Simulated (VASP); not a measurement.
# TePb (Fm-3m) in VASP: further runs

The runs below take TePb through single point, with PBE, SVWN5.

Program: VASP 6.6.1. These are calculated values, not measurements. Logs are shortened: lines on timing, memory, paths and dates and some standing lists are left out, and cuts for length are marked.

### 1 The cell of the first run

It takes space group Fm-3m (No. 225, cubic). Conventional cell: a = 6.547 Å, b = 6.547 Å, c = 6.547 Å, α = 90.00°, β = 90.00°, γ = 90.00°. Pb (site symmetry m-3m) has 6 Te at 3.27 Å within 4.3 Å. Within 4.3 Å of Te (site symmetry m-3m) lie 6 Pb at 3.27 Å.

### 2 Single point, PBE

File INCAR:

```
SYSTEM = TePb
PREC     = Accurate       ! precision mode
ENCUT    = 520            ! plane-wave cutoff, eV
EDIFF    = 1E-6           ! SCF threshold, eV
ISMEAR   = -1             ! smearing method
SIGMA    = 0.05           ! smearing width, eV
LREAL    = .False.        ! projectors in reciprocal space
LASPH    = .True.         ! aspherical terms in the spheres
NELM     = 80             ! most SCF steps
ALGO     = Normal         ! electronic algorithm
ISIF     = 2              ! what is computed and relaxed
LWAVE    = .False.        ! write WAVECAR
LCHARG   = .False.        ! write CHGCAR
GGA      = PE             ! functional
NBANDS   = 17             ! bands
```

File KPOINTS:

```
Automatic mesh
0
Gamma
  7 7 7
  0 0 0
```

File POSCAR:

```
TePb
1.0
    0.0000000000      3.2735180337      3.2735180337
    3.2735180337      0.0000000000      3.2735180337
    3.2735180337      3.2735180337      0.0000000000
Pb Te
1 1
Direct
    0.0000000000      0.0000000000      0.0000000000
    0.5000000000      0.5000000000      0.5000000000
```

Potentials or basis: VASP PAW PBE potentials, release 64 (Pb_d, Te).

The run is started by

```bash
cat potpaw_PBE.64/Pb_d/POTCAR potpaw_PBE.64/Te/POTCAR > POTCAR
mpirun -np 1 vasp_std > vasp.out
```

OUTCAR:

```text
SYSTEM = TePb
   PREC = Accurate
   ENCUT = 520
   EDIFF = 1E-6
   ISMEAR = -1
   LREAL = .False.
   LASPH = .True.
   NELM = 80
   ISIF = 2
   GGA = PE

 ion  position               nearest neighbor table
   1  0.000  0.000  0.000-   2 3.27   2 3.27   2 3.27   2 3.27   2 3.27   2 3.27
   2  0.500  0.500  0.500-   1 3.27   1 3.27   1 3.27   1 3.27   1 3.27   1 3.27

  LATTYP: Found a face centered cubic cell.
 ALAT       =     6.5470360674

  Lattice vectors:

 A1 = (   0.0000000000,   3.2735180337,   3.2735180337)
 A2 = (   3.2735180337,   0.0000000000,   3.2735180337)
 A3 = (   3.2735180337,   3.2735180337,   0.0000000000)

Analysis of symmetry for initial positions (statically):
=====================================================================
 Subroutine PRICEL returns:
 Original cell was already a primitive cell.

 Routine SETGRP: Setting up the symmetry group for a
 face centered cubic supercell.

 Subroutine GETGRP returns: Found 48 space group operations
[... 9 lines left out ...]

 Routine SETGRP: Setting up the symmetry group for a
 face centered cubic supercell.

 Subroutine GETGRP returns: Found 48 space group operations
[... 11 lines left out ...]
                                     Primitive cell

  volume of cell :      70.1575

  direct lattice vectors                    reciprocal lattice vectors
     0.000000000  3.273518034  3.273518034    -0.152740872  0.152740872  0.152740872
     3.273518034  0.000000000  3.273518034     0.152740872 -0.152740872  0.152740872
     3.273518034  3.273518034  0.000000000     0.152740872  0.152740872 -0.152740872

  length of vectors
     4.629453600  4.629453600  4.629453600     0.264554951  0.264554951  0.264554951

  position of ions in fractional coordinates (direct lattice)
     0.000000000  0.000000000  0.000000000
     0.500000000  0.500000000  0.500000000

  ion indices of the primitive-cell ions
   primitive index   ion index
                 1           1
                 2           2

----------------------------------------------------------------------------------------

 KPOINTS: Automatic mesh

Automatic generation of k-mesh.
 Grid dimensions read from file:
 generate k-points for:    7    7    7

 Generating k-lattice:

  Cartesian coordinates                     Fractional coordinates (reciprocal lattice)
    -0.021820125  0.021820125  0.021820125     0.142857143  0.000000000  0.000000000
     0.021820125 -0.021820125  0.021820125     0.000000000  0.142857143  0.000000000
     0.021820125  0.021820125 -0.021820125     0.000000000  0.000000000  0.142857143

  Length of vectors
     0.037793564  0.037793564  0.037793564

  Shift w.r.t. Gamma in fractional coordinates (k-lattice)
     0.000000000  0.000000000  0.000000000

 Subroutine IBZKPT returns following result:
 ===========================================

 Found     20 irreducible k-points:

 Following reciprocal coordinates:
            Coordinates               Weight
  0.000000  0.000000  0.000000      1.000000
  0.142857  0.000000  0.000000      8.000000
  0.285714  0.000000  0.000000      8.000000
  0.428571  0.000000  0.000000      8.000000
  0.142857  0.142857  0.000000      6.000000
  0.285714  0.142857  0.000000     24.000000
[... 12 lines left out ...]
 -0.428571  0.428571  0.142857     24.000000
 -0.285714  0.428571  0.142857     24.000000
   k-points           NKPTS =     20   k-points in BZ     NKDIM =     20   number of bands    NBANDS=     17
   number of dos      NEDOS =    301   number of ions     NIONS =      2
   total plane-waves  NPLWV =  46656
   dimension x,y,z NGX =    36 NGY =   36 NGZ =   36
   dimension x,y,z NGXF=    72 NGYF=   72 NGZF=   72
   ions per type =               1   1
   NGX,Y,Z   is equivalent  to a cutoff of  12.93, 12.93, 12.93 a.u.
   NGXF,Y,Z  is equivalent  to a cutoff of  25.86, 25.86, 25.86 a.u.
 SYSTEM =  TePb
   PREC   = accura    normal or accurate (medium, high low for compatibility)
   ISTART =      0    job   : 0-new  1-cont  2-samecut
   ICHARG =      2    charge: 1-file 2-atom 10-const
   ISPIN  =      1    spin polarized calculation?
   LNONCOLLINEAR =      F non collinear calculations
   LSORBIT =      F    spin-orbit coupling
   LASPH  =      T    aspherical Exc in radial PAW
   ENCUT  =  520.0 eV  38.22 Ry    6.18 a.u.   8.61  8.61  8.61*2*pi/ulx,y,z
   NELM   =     80;   NELMIN=  2; NELMDL= -5     # of ELM steps
   EDIFF  = 0.1E-05   stopping-criterion for ELM
   LREAL  =      F    real-space projection
   EDIFFG = 0.1E-04   stopping-criterion for IOM
   NSW    =      0    number of steps for IOM
   IBRION =     -1    ionic relax: 0-MD 1-quasi-New 2-CG
   NFREE  =      0    steps in history (QN), initial steepest desc. (CG)
   ISIF   =      2    stress and relaxation
   ISYM   =      2    0-nonsym 1-usesym 2-fastsym
   POTIM  = 0.5000    time-step for ionic-motion
   TEBEG  =    0.0;   TEEND  =   0.0 temperature during run
   PSTRESS=    0.0 pullay stress
   NELECT =      20.0000    total number of electrons
   NUPDOWN=      -1.0000    fix difference up-down
   EMIN   =  10.00;   EMAX   =-10.00  energy-range for DOS
   EFERMI =   0.00;   METHOD = LEGACY
   ISMEAR =    -1;   SIGMA  =   0.05  broadening in eV -4-tet -1-fermi 0-gaus
   EFERMI_NEDOS =   21; number of points for ismear=-14 and -15
   IALGO  =     38    algorithm
   IMIX   =      4    mixing-type and parameters
     AMIX     =   0.40;   BMIX     =  1.00
     AMIX_MAG =   1.60;   BMIX_MAG =  1.00
  volume/ion in A,a.u.               =      35.08       236.72
  Fermi-wavevector in a.u.,A,eV,Ry     =   1.077441  2.036068 15.794714  1.160879
  Thomas-Fermi vector in A             =   2.213353
   LORBIT       =      0    0 simple, 1 ext, 2 COOP (PROOUT), +10 PAW based schemes
   GGA     = PE    functional components
[... 5 lines left out ...]
 non-spin polarized calculation
  energy-cutoff  :      520.00
  volume of cell :       70.16
 maximum number of plane-waves:      1917
   NGX = 17   NGY = 17   NGZ = 17

 number of electron      20.0000001 magnetization

 Free energy of the ion-electron system (eV)
  ---------------------------------------------------
  ext. energy  EPLUGINS =         0.00000000
  ---------------------------------------------------
  free energy    TOTEN  =        -7.52315739 eV

  energy without entropy =       -7.52315575  energy(sigma->0) =       -7.52315657

 E-fermi :   5.5712     XC(G=0):  -9.1251

 val. band max:        5.0277873035   @ k =   0.4286   0.0000   0.0000
 cond. band min:       6.0934074215   @ k =   0.4286   0.0000   0.0000
 fundamental gap:      1.0656201180
 Fermi energy:         5.5711590674

 k-point     1 :       0.0000    0.0000    0.0000
  band No.  band energies     occupation
      1     -11.5338      2.00000
      2     -11.5338      2.00000
      3     -11.5274      2.00000
      4     -11.5274      2.00000
      5     -11.5274      2.00000
      6      -6.5745      2.00000
[... 9 lines left out ...]
     16      11.0125      0.00000
     17      12.5948      0.00000

 k-point     2 :       0.1429    0.0000    0.0000
  band No.  band energies     occupation
      1     -11.5357      2.00000
      2     -11.5357      2.00000
      3     -11.5269      2.00000
      4     -11.5249      2.00000
      5     -11.5249      2.00000
      6      -6.4098      2.00000
[... 9 lines left out ...]
     16      11.3785      0.00000
     17      13.7191      0.00000

 k-point     3 :       0.2857    0.0000    0.0000
  band No.  band energies     occupation
      1     -11.5410      2.00000
      2     -11.5410      2.00000
      3     -11.5259      2.00000
      4     -11.5185      2.00000
      5     -11.5185      2.00000
      6      -5.9467      2.00000
[... 9 lines left out ...]
     16      12.3749      0.00000
     17      15.6986      0.00000

 k-point     4 :       0.4286    0.0000    0.0000
  band No.  band energies     occupation
      1     -11.5454      2.00000
      2     -11.5454      2.00000
      3     -11.5251      2.00000
      4     -11.5132      2.00000
      5     -11.5132      2.00000
      6      -5.3671      2.00000
[... 9 lines left out ...]
     16      13.8501      0.00000
     17      15.0103      0.00000

 k-point     5 :       0.1429    0.1429    0.0000
  band No.  band energies     occupation
      1     -11.5404      2.00000
      2     -11.5319      2.00000
      3     -11.5289      2.00000
      4     -11.5234      2.00000
      5     -11.5234      2.00000
      6      -6.3557      2.00000
[... 9 lines left out ...]
     16      11.9887      0.00000
     17      12.9801      0.00000

 k-point     6 :       0.2857    0.1429    0.0000
  band No.  band energies     occupation
      1     -11.5476      2.00000
      2     -11.5338      2.00000
      3     -11.5286      2.00000
      4     -11.5193      2.00000
      5     -11.5175      2.00000
      6      -5.9949      2.00000
[... 9 lines left out ...]
     16      13.0157      0.00000
     17      14.3143      0.00000
[... 201 lines left out ...]
 k-point    17 :       0.4286    0.2857    0.1429
  band No.  band energies     occupation
      1     -11.5554      2.00000
      2     -11.5349      2.00000
      3     -11.5279      2.00000
      4     -11.5145      2.00000
      5     -11.5145      2.00000
      6      -5.5867      2.00000
[... 9 lines left out ...]
     16      13.9682      0.00000
     17      14.8151      0.00000

 k-point    18 :      -0.4286    0.2857    0.1429
  band No.  band energies     occupation
      1     -11.5592      2.00000
      2     -11.5382      2.00000
      3     -11.5233      2.00000
      4     -11.5166      2.00000
      5     -11.5102      2.00000
      6      -5.1222      2.00000
[... 9 lines left out ...]
     16      14.5123      0.00000
     17      15.4356      0.00000

 k-point    19 :      -0.4286    0.4286    0.1429
  band No.  band energies     occupation
      1     -11.5727      2.00000
      2     -11.5305      2.00000
      3     -11.5298      2.00000
      4     -11.5116      2.00000
      5     -11.5066      2.00000
      6      -5.0344      2.00000
[... 9 lines left out ...]
     16      15.2037      0.00000
     17      16.0503      0.00000

 k-point    20 :      -0.2857    0.4286    0.1429
  band No.  band energies     occupation
      1     -11.5676      2.00000
      2     -11.5350      2.00000
      3     -11.5234      2.00000
      4     -11.5175      2.00000
      5     -11.5066      2.00000
      6      -4.9173      2.00000
[... 9 lines left out ...]
     16      15.4219      0.00000
     17      15.7933      0.00000

------------------------ aborting loop because EDIFF is reached ----------------------------------------

  FORCE on cell =-STRESS in cart. coord.  units (eV):
  Direction    XX          YY          ZZ          XY          YZ          ZX
  --------------------------------------------------------------------------------------
  -------------------------------------------------------------------------------------
  Total        0.1445938      0.1445938      0.1445938      0.0000000      0.0000000      0.0000000
  in kB        3.3020682      3.3020682      3.3020682      0.0000000      0.0000000      0.0000000
  external PRESSURE =       3.3020682 kB  Pullay stress =       0.0000000 kB

 VOLUME and BASIS-vectors are now :
 -----------------------------------------------------------------------------
  energy-cutoff  :      520.00
  volume of cell :       70.16
      direct lattice vectors                 reciprocal lattice vectors
     0.000000000  3.273518034  3.273518034    -0.152740872  0.152740872  0.152740872
     3.273518034  0.000000000  3.273518034     0.152740872 -0.152740872  0.152740872
     3.273518034  3.273518034  0.000000000     0.152740872  0.152740872 -0.152740872

 POSITION                                       TOTAL-FORCE (eV/Angst)
 -----------------------------------------------------------------------------------
      0.00000      0.00000      0.00000        -0.000000      0.000000      0.000000
      3.27352      3.27352      3.27352         0.000000      0.000000     -0.000000
 -----------------------------------------------------------------------------------
    total drift:                               -0.000000      0.000000      0.000000

  FREE ENERGIE OF THE ION-ELECTRON SYSTEM (eV)
  ---------------------------------------------------
  free  energy   TOTEN  =        -7.5231573889 eV

  energy  without entropy=       -7.5231557488  energy(sigma->0) =       -7.52315657
```

Run time: 18 s. Hardware: 1 thread of Intel Xeon Platinum 8259CL at 2.50GHz (Skylake/Cascade Lake), shared host; peak memory 0.21 GiB.

Results:

```yaml
Free_energy: -7.5232 eV
Pressure: 0.3 GPa
```

Levels at points of the mesh, in eV from the Fermi level:
```csv
k point,band 7,band 8,band 9,band 10,band 11,band 12,band 13,band 14
"(0.00, 0.00, 0.00)",-6.14,-1.64,-1.64,-1.64,3.59,3.59,3.59,5.44
```

Caveat: this odd mesh misses L, where the gap lies, so gap, dielectric constants and Born charges aren't listed; spin-orbit coupling is left out, which moves the levels of the heavy elements.

### 3 Single point, PBE

This run uses another cell than the first one, of 35.75 Å³/atom, 1.019 times its volume.

File INCAR:

```
PREC = Accurate
ENCUT = 520
EDIFF = 1E-6
ISMEAR = -1
SIGMA = 0.05
LREAL = F
LASPH = T
NELM = 100
ALGO = Normal
ISIF = 2
LWAVE = F
LCHARG = F
GGA = PE
NBANDS = 17
```

File KPOINTS:

```
regular mesh
0
Gamma
  7 7 7
```

File POSCAR:

```
TePb
1.0
    0.0000000000      3.2943690292      3.2943690292
    3.2943690292      0.0000000000      3.2943690292
    3.2943690292      3.2943690292      0.0000000000
Pb Te
1 1
Direct
    0.0000000000      0.0000000000      0.0000000000
    0.5000000000      0.5000000000      0.5000000000
```

Potentials or basis: VASP PAW PBE potentials, release 64 (Pb_d, Te).

The run is started by

```bash
cat potpaw_PBE.64/Pb_d/POTCAR potpaw_PBE.64/Te/POTCAR > POTCAR
mpirun -np 1 vasp_std > vasp.out
```

Wall time 18 s (1 thread of Intel Xeon Platinum 8259CL at 2.50GHz (Skylake/Cascade Lake), shared host); peak memory 0.2 GiB.

It converged, with:

| Item | Value |
| --- | --- |
| Free energy | -7.5233 eV |
| Pressure | -0.4 GPa |

Levels at points of the mesh, in eV from the Fermi level:
| k point | band 6 | band 7 | band 8 | band 9 | band 10 | band 11 | band 12 | band 13 | band 14 | band 15 |
| --- | --- | --- | --- | --- | --- | --- | --- | --- | --- | --- |
| (0.00, 0.00, 0.00) | -12.02 | -6.20 | -1.59 | -1.59 | -1.59 | 3.55 | 3.55 | 3.55 | 5.46 | 5.46 |

Caveat: this odd mesh misses L, where the gap lies, so gap, dielectric constants and Born charges aren't listed; spin-orbit coupling is left out, which moves the levels of the heavy elements.

### 4 Single point, SVWN5

This run uses another cell than the first one, of 32.46 Å³/atom, 0.925 times its volume.

File INCAR:

```
SYSTEM = TePb
PREC = Accurate ; ENCUT = 520
EDIFF = 1E-6 ; ISMEAR = 1
SIGMA = 0.025 ; LREAL = .FALSE.
LASPH = .TRUE. ; NELM = 80
ALGO = Normal ; ISIF = 2
LWAVE = .FALSE. ; LCHARG = .TRUE.
GGA = VW ; LELF = .TRUE.
LVHAR = .TRUE. ; NBANDS = 17
```

File KPOINTS:

```
Automatic mesh
0
G
  7 7 7
  0 0 0
```

File POSCAR:

```
TePb
1.0
    0.0000000000      3.1900632923      3.1900632923
    3.1900632923      0.0000000000      3.1900632923
    3.1900632923      3.1900632923      0.0000000000
Pb Te
1 1
Direct
    0.0000000000      0.0000000000      0.0000000000
    0.5000000000      0.5000000000      0.5000000000
```

The run is started by

```bash
cat potpaw_PBE.64/Pb_d/POTCAR potpaw_PBE.64/Te/POTCAR > POTCAR
mpirun -np 1 vasp_std > vasp.out
```

Wall time 34 s (1 thread of AMD EPYC 7R43 (Zen 3), shared host); peak memory 0.14 GiB.

Results (log left out):

- Free energy: -8.7707 eV
- Pressure: -0.1 GPa

Levels at points of the mesh, in eV from the Fermi level:
```
           k point  band 7  band 8  band 9  band 10  band 11  band 12  band 13  band 14
(0.00, 0.00, 0.00)   -5.53   -1.37   -1.37    -1.37     4.15     4.15     4.15     5.85
```

Caveat: this odd mesh misses L, where the gap lies, so gap, dielectric constants and Born charges aren't listed; the PAW data sets were made with another functional, which shifts forces and pressure a little; spin-orbit coupling is left out, which moves the levels of the heavy elements.

### 5 Summary

| level | cell | smearing | pressure (GPa) |
| --- | --- | --- | --- |
| PBE | a = 4.629 Å, angles 60.0°, 2 atoms | fermi-dirac 0.05 eV | 0.3 |
| PBE | a = 4.659 Å, angles 60.0°, 2 atoms | fermi-dirac 0.05 eV | -0.4 |
| SVWN5 | a = 4.511 Å, angles 60.0°, 2 atoms | methfessel-paxton 0.025 eV | -0.1 |

Alike in all rows: task single point; potentials or basis VASP PAW PBE potentials, release 64 (Pb_d, Te); no spin polarisation; k mesh 7 × 7 × 7; cutoff (eV) 520.

Caveats: spin-orbit coupling is left out, which moves the levels of the heavy elements; the PAW data sets were made with another functional, which shifts forces and pressure a little (some runs).

Absolute energies hang on the potentials; compare differences alone.
